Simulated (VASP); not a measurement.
# GaF (F-43m) in VASP: a series of runs, part 2 of 3

VASP 6.6.1. Earlier steps stand in the parts before.

**4. Single point, PBE**

This run uses another cell than the first one, of 24.44 Å³/atom, 1.060 times its volume.

Input file INCAR:

```
SYSTEM = GaF
PREC = Accurate
ENCUT = 520
EDIFF = 1E-6
ISMEAR = -1
SIGMA = 0.05
LREAL = .False.
LASPH = .True.
NELM = 80
ALGO = Normal
ISIF = 2
LWAVE = .False.
LCHARG = .False.
GGA = PE
NBANDS = 17
```

Input file KPOINTS:

```
regular mesh
0
Gamma
  8 8 8
  0 0 0
```

Input file POSCAR:

```
GaF
1.0
    0.0000000000      2.9020627997      2.9020627997
    2.9020627997      0.0000000000      2.9020627997
    2.9020627997      2.9020627997      0.0000000000
Ga F
1 1
Direct
    0.2500000000      0.2500000000      0.2500000000
    0.0000000000      0.0000000000      0.0000000000
```

Potentials or basis: VASP PAW PBE potentials, release 64 (Ga_d, F).

Command:

```console
> cat potpaw_PBE.64/Ga_d/POTCAR potpaw_PBE.64/F/POTCAR > POTCAR
> mpirun -np 1 vasp_std > vasp.out
```

OUTCAR:

```text
SYSTEM = GaF
   PREC = Accurate
   ENCUT = 520
   EDIFF = 1E-6
   ISMEAR = -1
   LREAL = .False.
   LASPH = .True.
   NELM = 80
   ISIF = 2
   GGA = PE

 ion  position               nearest neighbor table
   1  0.250  0.250  0.250-
   2  0.000  0.000  0.000-

  LATTYP: Found a face centered cubic cell.
 ALAT       =     5.8041255994

  Lattice vectors:

 A1 = (   0.0000000000,   2.9020627997,   2.9020627997)
 A2 = (   2.9020627997,   0.0000000000,   2.9020627997)
 A3 = (   2.9020627997,   2.9020627997,   0.0000000000)

Analysis of symmetry for initial positions (statically):
=====================================================================
 Subroutine PRICEL returns:
 Original cell was already a primitive cell.

 Routine SETGRP: Setting up the symmetry group for a
 face centered cubic supercell.

 Subroutine GETGRP returns: Found 24 space group operations
 (whereof 24 operations were pure point group operations)
 out of a pool of 48 trial point group operations.

The static configuration has the point symmetry T_d .

Analysis of symmetry for dynamics (positions and initial velocities):
=====================================================================
 Subroutine PRICEL returns:
 Original cell was already a primitive cell.

 Routine SETGRP: Setting up the symmetry group for a
 face centered cubic supercell.

 Subroutine GETGRP returns: Found 24 space group operations
 (whereof 24 operations were pure point group operations)
 out of a pool of 48 trial point group operations.

The dynamic configuration has the point symmetry T_d .

 Subroutine INISYM returns: Found 24 space group operations
 (whereof 24 operations are pure point group operations),
 and found     1 'primitive' translations

----------------------------------------------------------------------------------------

                                     Primitive cell

  volume of cell :      48.8822

  direct lattice vectors                    reciprocal lattice vectors
     0.000000000  2.902062800  2.902062800    -0.172291241  0.172291241  0.172291241
     2.902062800  0.000000000  2.902062800     0.172291241 -0.172291241  0.172291241
     2.902062800  2.902062800  0.000000000     0.172291241  0.172291241 -0.172291241

  length of vectors
     4.104136570  4.104136570  4.104136570     0.298417182  0.298417182  0.298417182

  position of ions in fractional coordinates (direct lattice)
     0.250000000  0.250000000  0.250000000
     0.000000000  0.000000000  0.000000000

  ion indices of the primitive-cell ions
   primitive index   ion index
                 1           1
                 2           2

----------------------------------------------------------------------------------------

 KPOINTS: regular mesh

Automatic generation of k-mesh.
 Grid dimensions read from file:
 generate k-points for:    8    8    8

 Generating k-lattice:

  Cartesian coordinates                     Fractional coordinates (reciprocal lattice)
    -0.021536405  0.021536405  0.021536405     0.125000000  0.000000000  0.000000000
     0.021536405 -0.021536405  0.021536405     0.000000000  0.125000000  0.000000000
     0.021536405  0.021536405 -0.021536405     0.000000000  0.000000000  0.125000000

  Length of vectors
     0.037302148  0.037302148  0.037302148

  Shift w.r.t. Gamma in fractional coordinates (k-lattice)
     0.000000000  0.000000000  0.000000000

 Subroutine IBZKPT returns following result:
 ===========================================

 Found     29 irreducible k-points:

 Following reciprocal coordinates:
            Coordinates               Weight
  0.000000  0.000000  0.000000      1.000000
  0.125000  0.000000  0.000000      8.000000
  0.250000  0.000000  0.000000      8.000000
  0.375000  0.000000  0.000000      8.000000
  0.500000  0.000000  0.000000      4.000000
  0.125000  0.125000  0.000000      6.000000
[... 16 lines left out ...]
  0.500000  0.250000  0.125000     48.000000
 -0.375000  0.250000  0.125000     24.000000
 [... further k-points ...]
   k-points           NKPTS =     29   k-points in BZ     NKDIM =     29   number of bands    NBANDS=     17
   number of dos      NEDOS =    301   number of ions     NIONS =      2
   total plane-waves  NPLWV =  32768
   dimension x,y,z NGX =    32 NGY =   32 NGZ =   32
   dimension x,y,z NGXF=    64 NGYF=   64 NGZF=   64
   ions per type =               1   1
   NGX,Y,Z   is equivalent  to a cutoff of  12.96, 12.96, 12.96 a.u.
   NGXF,Y,Z  is equivalent  to a cutoff of  25.92, 25.92, 25.92 a.u.
 SYSTEM =  GaF
   PREC   = accura    normal or accurate (medium, high low for compatibility)
   ISTART =      0    job   : 0-new  1-cont  2-samecut
   ICHARG =      2    charge: 1-file 2-atom 10-const
   ISPIN  =      1    spin polarized calculation?
   LNONCOLLINEAR =      F non collinear calculations
   LSORBIT =      F    spin-orbit coupling
   LASPH  =      T    aspherical Exc in radial PAW
   ENCUT  =  520.0 eV  38.22 Ry    6.18 a.u.   7.63  7.63  7.63*2*pi/ulx,y,z
   NELM   =     80;   NELMIN=  2; NELMDL= -5     # of ELM steps
   EDIFF  = 0.1E-05   stopping-criterion for ELM
   LREAL  =      F    real-space projection
   EDIFFG = 0.1E-04   stopping-criterion for IOM
   NSW    =      0    number of steps for IOM
   IBRION =     -1    ionic relax: 0-MD 1-quasi-New 2-CG
   NFREE  =      0    steps in history (QN), initial steepest desc. (CG)
   ISIF   =      2    stress and relaxation
   ISYM   =      2    0-nonsym 1-usesym 2-fastsym
   POTIM  = 0.5000    time-step for ionic-motion
   TEBEG  =    0.0;   TEEND  =   0.0 temperature during run
   PSTRESS=    0.0 pullay stress
   NELECT =      20.0000    total number of electrons
   NUPDOWN=      -1.0000    fix difference up-down
   EMIN   =  10.00;   EMAX   =-10.00  energy-range for DOS
   EFERMI =   0.00;   METHOD = LEGACY
   ISMEAR =    -1;   SIGMA  =   0.05  broadening in eV -4-tet -1-fermi 0-gaus
   EFERMI_NEDOS =   21; number of points for ismear=-14 and -15
   IALGO  =     38    algorithm
   IMIX   =      4    mixing-type and parameters
     AMIX     =   0.40;   BMIX     =  1.00
     AMIX_MAG =   1.60;   BMIX_MAG =  1.00
  volume/ion in A,a.u.               =      24.44       164.94
  Fermi-wavevector in a.u.,A,eV,Ry     =   1.215350  2.296678 20.096833  1.477076
  Thomas-Fermi vector in A             =   2.350740
   LORBIT       =      0    0 simple, 1 ext, 2 COOP (PROOUT), +10 PAW based schemes
   GGA     = PE    functional components
   LHFCALC =     F    Hartree Fock is set to
   AEXX    =    0.0000 exact exchange contribution
   IVDW    =     0    specifies the selected vdW correction
   LEPSILON=     F    determine dielectric tensor
   LRPA    =     F    only Hartree local field effects (RPA)
 non-spin polarized calculation
  energy-cutoff  :      520.00
  volume of cell :       48.88
 maximum number of plane-waves:      1363
 NGX is ok and might be reduce to    32
   NGX = 15   NGY = 15   NGZ = 15

 number of electron      19.9999980 magnetization

 Free energy of the ion-electron system (eV)
  ---------------------------------------------------
  ext. energy  EPLUGINS =         0.00000000
  ---------------------------------------------------
  free energy    TOTEN  =        -7.52766216 eV

  energy without entropy =       -7.52766216  energy(sigma->0) =       -7.52766216

 E-fermi :   0.5330     XC(G=0):  -7.7133

 val. band max:       -0.5460054330   @ k =  -0.2500   0.5000   0.2500
 cond. band min:       1.9427298676   @ k =   0.5000   0.5000   0.0000
 fundamental gap:      2.4887353005
 Fermi energy:         0.5329637599

 k-point     1 :       0.0000    0.0000    0.0000
  band No.  band energies     occupation
      1     -21.9240      2.00000
      2     -13.8680      2.00000
      3     -13.8680      2.00000
      4     -13.8680      2.00000
      5     -13.8522      2.00000
      6     -13.8522      2.00000
[... 9 lines left out ...]
     16      12.9214      0.00000
     17      12.9214      0.00000
[... 441 lines left out ...]
 k-point    24 :      -0.3750    0.2500    0.1250
  band No.  band energies     occupation
      1     -21.8823      2.00000
      2     -13.8622      2.00000
      3     -13.8573      2.00000
      4     -13.8496      2.00000
      5     -13.8459      2.00000
      6     -13.8291      2.00000
[... 9 lines left out ...]
     16      12.7664      0.00000
     17      14.7036      0.00000

 [... further k-points ...]

------------------------ aborting loop because EDIFF is reached ----------------------------------------

  FORCE on cell =-STRESS in cart. coord.  units (eV):
  Direction    XX          YY          ZZ          XY          YZ          ZX
  --------------------------------------------------------------------------------------
  -------------------------------------------------------------------------------------
  Total       -0.4405440     -0.4405440     -0.4405440      0.0000000      0.0000000      0.0000000
  in kB      -14.4394117    -14.4394117    -14.4394117      0.0000000      0.0000000      0.0000000
  external PRESSURE =     -14.4394117 kB  Pullay stress =       0.0000000 kB

 VOLUME and BASIS-vectors are now :
 -----------------------------------------------------------------------------
  energy-cutoff  :      520.00
  volume of cell :       48.88
      direct lattice vectors                 reciprocal lattice vectors
     0.000000000  2.902062800  2.902062800    -0.172291241  0.172291241  0.172291241
     2.902062800  0.000000000  2.902062800     0.172291241 -0.172291241  0.172291241
     2.902062800  2.902062800  0.000000000     0.172291241  0.172291241 -0.172291241

 POSITION                                       TOTAL-FORCE (eV/Angst)
 -----------------------------------------------------------------------------------
      1.45103      1.45103      1.45103         0.000000      0.000000      0.000000
      0.00000      0.00000      0.00000        -0.000000     -0.000000     -0.000000
 -----------------------------------------------------------------------------------
    total drift:                                0.000001      0.000001      0.000001

  FREE ENERGIE OF THE ION-ELECTRON SYSTEM (eV)
  ---------------------------------------------------
  free  energy   TOTEN  =        -7.5276621604 eV

  energy  without entropy=       -7.5276621603  energy(sigma->0) =       -7.52766216
```

OSZICAR:

```text
N       E                     dE             d eps       ncg     rms          rms(c)
DAV:   1     0.124579391271E+03    0.12458E+03   -0.97463E+03   990   0.164E+03
DAV:   2     0.368170390315E+01   -0.12090E+03   -0.11360E+03  1090   0.342E+02
DAV:   3    -0.859589180609E+01   -0.12278E+02   -0.12207E+02  1116   0.913E+01
DAV:   4    -0.877229570613E+01   -0.17640E+00   -0.17629E+00  1116   0.119E+01
DAV:   5    -0.877472547701E+01   -0.24298E-02   -0.24295E-02  1284   0.142E+00    0.602E+00
DAV:   6    -0.758766356030E+01    0.11871E+01   -0.51899E+00  1258   0.161E+01    0.251E+00
DAV:   7    -0.754663926103E+01    0.41024E-01   -0.31462E-01  1027   0.385E+00    0.110E+00
DAV:   8    -0.752724395270E+01    0.19395E-01   -0.84455E-02  1028   0.256E+00    0.321E-01
DAV:   9    -0.752660111921E+01    0.64283E-03   -0.55285E-03  1097   0.552E-01    0.990E-02
DAV:  10    -0.752770305815E+01   -0.11019E-02   -0.12285E-03  1008   0.228E-01    0.457E-02
DAV:  11    -0.752765021450E+01    0.52844E-04   -0.15598E-04  1103   0.916E-02    0.930E-03
DAV:  12    -0.752766248678E+01   -0.12272E-04   -0.23802E-05  1027   0.324E-02    0.314E-03
DAV:  13    -0.752766216036E+01    0.32643E-06   -0.10026E-06  1071   0.970E-03
   1 F= -.75276622E+01 E0= -.75276622E+01  d E =-.519389E-10
```

stdout:

```text
POSCAR found type information on POSCAR GaF
 POSCAR found :  2 types and       2 ions
 scaLAPACK will be used
 LDA part: xc-table for (Slater+PW92), standard interpolation
 POSCAR, INCAR and KPOINTS ok, starting setup
 FFT: planning ... GRIDC
 FFT: planning ... GRID_SOFT
 FFT: planning ... GRID
 WAVECAR not read
 entering main loop
```

It took 26 s on 1 thread of Intel Xeon 6975P-C, shared host; peak memory 0.18 GiB.

Results:

| Item | Value |
| --- | --- |
| Free energy | -7.5277 eV |
| Pressure | -1.4 GPa |
| Band gap on the k mesh | 2.49 eV, indirect (least direct gap 2.50 eV) |

**5. Single point, PBE**

Input file INCAR:

```
SYSTEM = GaF
PREC = Accurate ; ENCUT = 520
EDIFF = 1E-6 ; ISMEAR = -1
SIGMA = 0.04 ; LREAL = .False.
LASPH = .True. ; NELM = 100
ALGO = Normal ; ISIF = 2
LWAVE = .False. ; LCHARG = .False.
GGA = PE ; NBANDS = 17
```

Input file KPOINTS:

```
Automatic mesh
0
Gamma
  5 5 5
  0 0 0
```

Input file POSCAR:

```
GaF
1.0
    0.0000000000      2.8462400000      2.8462400000
    2.8462400000      0.0000000000      2.8462400000
    2.8462400000      2.8462400000      0.0000000000
Ga F
1 1
Direct
    0.2500000000      0.2500000000      0.2500000000
    0.0000000000      0.0000000000      0.0000000000
```

Command:

```console
> cat potpaw_PBE.64/Ga_d/POTCAR potpaw_PBE.64/F/POTCAR > POTCAR
> mpirun -np 1 vasp_std > vasp.out
```

Run time: 8.9 s. Hardware: 1 thread of Intel Xeon Platinum 8488C (Sapphire Rapids), shared host; peak memory 0.16 GiB.

Results (log left out):

```
Free energy            : -7.5392 eV
Pressure               : -0.1 GPa
Band gap on the k mesh : 2.72 eV, indirect (least direct gap 2.80 eV)
```

Levels at points of the mesh, in eV from the valence-band top:
```tsv
k point	band 7	band 8	band 9	band 10	band 11	band 12	band 13	band 14
(0.00, 0.00, 0.00)	-3.89	-3.21	-3.21	-3.21	6.57	6.57	6.57	9.99
```

A k mesh can miss the band edges. Expect the measured gap to be larger: semilocal functionals such as PBE lack the derivative discontinuity.

(Part 2 of 3 ends here.)
